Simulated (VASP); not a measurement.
I:

```
I
1.0
     3.63503   -2.39502    0.00000
     3.63503    2.39502    0.00000
     0.00000    0.00000    9.79344
I
4
Direct
  0.64930 0.35070 0.38440
  0.14930 0.85070 0.11560
  0.35070 0.64930 0.61560
  0.85070 0.14930 0.88440
```

| Item | Value |
| --- | --- |
| Program | VASP 6.6.1 |
| Task | relaxation of cell and atoms |
| Functional | PBE |
| Dispersion | D3(BJ) |
| Potentials or basis | VASP PAW PBE potentials, release 64 (I) |
| Cutoff | 600 eV |
| k mesh | 7 × 7 × 3 |
| Occupations | fermi-dirac, width 0.05 eV |
| Spin | no spin polarisation |

At the start: pressure 0.4 GPa; volume 42.63 Å³/atom.

**Question.** How do energy, volume and symmetry change on relaxing?

**Answer.** Over 21 steps the energy falls by 40.8 meV/atom and the volume is 39.82 Å³/atom (-6.6 %); space group Cmce (No. 64, to 0.1 Å) before and after.

Step by step:
| step | energy change (eV) | largest force (eV/Å) | pressure (GPa) | volume (Å³) |
| --- | --- | --- | --- | --- |
| 1 | 0.0000 | 0.8536 | 0.44 | 170.52 |
| 2 | -0.0498 | 0.0669 | -1.41 | 173.40 |
| 3 | -0.0576 | 0.1911 | -0.96 | 172.58 |
| 4 | -0.1086 | 0.1526 | -0.63 | 167.55 |
| 5 | -0.1423 | 0.1344 | 0.15 | 160.42 |
| 6 | -0.1423 | 0.1368 | 0.18 | 160.18 |
| 7 | -0.1471 | 0.1300 | -0.06 | 160.12 |
| 8 | -0.1475 | 0.1523 | -0.15 | 160.09 |
| 9 | -0.1524 | 0.1382 | -0.04 | 159.38 |
| 10 | -0.1582 | 0.1057 | 0.19 | 157.87 |
| 11 | -0.1586 | 0.0905 | 0.31 | 157.21 |
| 12 | -0.1616 | 0.0599 | -0.03 | 158.32 |
| 13 | -0.1616 | 0.0604 | 0.00 | 158.22 |
| 14 | -0.1624 | 0.0156 | 0.06 | 158.30 |
| 15 | -0.1625 | 0.0097 | 0.09 | 158.35 |
| 16 | -0.1628 | 0.0130 | -0.04 | 159.06 |
| 17 | -0.1628 | 0.0115 | -0.03 | 158.96 |
| 18 | -0.1630 | 0.0130 | -0.01 | 159.02 |
| 19 | -0.1631 | 0.0212 | 0.02 | 159.16 |
| 20 | -0.1632 | 0.0041 | -0.04 | 159.36 |
| 21 | -0.1632 | 0.0084 | -0.03 | 159.30 |

Final structure:
```cif
data_structure
_symmetry_space_group_name_H-M 'P 1'
_symmetry_Int_Tables_number 1
_cell_length_a 4.3097
_cell_length_b 4.3097
_cell_length_c 9.6434
_cell_angle_alpha 90.000
_cell_angle_beta 90.000
_cell_angle_gamma 62.798
_cell_volume 159.30
loop_
_atom_site_label
_atom_site_type_symbol
_atom_site_fract_x
_atom_site_fract_y
_atom_site_fract_z
_atom_site_occupancy
I1 I 0.67094 0.32906 0.37776 1
I2 I 0.17094 0.82906 0.12224 1
I3 I 0.32906 0.67094 0.62224 1
I4 I 0.82906 0.17094 0.87776 1
```
